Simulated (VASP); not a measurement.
Input of a VASP 6.6.1 run:

INCAR

```
ALGO = Normal
EDIFF = 1E-6
EDIFFG = -0.08
ENCUT = 600
GGA = PE
IBRION = 2
ISIF = 3
ISMEAR = 0
ISPIN = 2
LASPH = True
LCHARG = False
LMAXMIX = 4
LORBIT = 11
LREAL = False
LWAVE = False
MAGMOM = 1 1 0 0 0 0
NELM = 150
NSW = 36
PREC = Accurate
SIGMA = 0.15
```

File KPOINTS:

```
k-points
0
Gamma
  3 3 2
```

File POSCAR:

```
TiMoSe4
1.0
    4.3672871500      0.0000000000      0.0000000000
    0.0000000000      4.3672871500      0.0000000000
    0.0000000000      0.0000000000      7.2642624900
Ti Mo Se
1 1 4
Direct
    0.5000000000      0.5000000000      0.5000000000
    0.0000000000      0.0000000000      0.0000000000
    0.5000000000      0.0000000000      0.6975501200
    0.0000000000      0.5000000000      0.3024498800
    0.5000000000      0.0000000000      0.3024498800
    0.0000000000      0.5000000000      0.6975501200
```

Potentials or basis: VASP PAW PBE potentials, release 64 (Ti_sv, Mo_sv, Se).

Run with:

```console
$ cat potpaw_PBE.64/Ti_sv/POTCAR potpaw_PBE.64/Mo_sv/POTCAR potpaw_PBE.64/Se/POTCAR > POTCAR
$ mpirun -np 1 vasp_std > vasp.out
```

**Question.** Estimate the net moment.

**Answer.** 2.62 μB per cell.

**Question.** What does it give for the space group after relaxing (to 0.05 Å)?

**Answer.** P4/mmm (No. 123).

**Question.** Predict the relaxed cell.

**Answer.** a = 4.473 Å, b = 4.473 Å, c = 6.308 Å, α = 90.00°, β = 90.00°, γ = 90.00°.

Final structure:
```
CELL_PARAMETERS angstrom
4.47317 0.00000 0.00000
0.00000 4.47317 0.00000
0.00000 0.00000 6.30756
ATOMIC_POSITIONS crystal
Ti 0.50000 0.50000 0.50000
Mo 0.00000 0.00000 0.00000
Se 0.50000 0.00000 0.75240
Se 0.00000 0.50000 0.24760
Se 0.50000 0.00000 0.24760
Se 0.00000 0.50000 0.75240
```

Caveat: the k points lie up to 0.50 Å⁻¹ apart in the final cell.
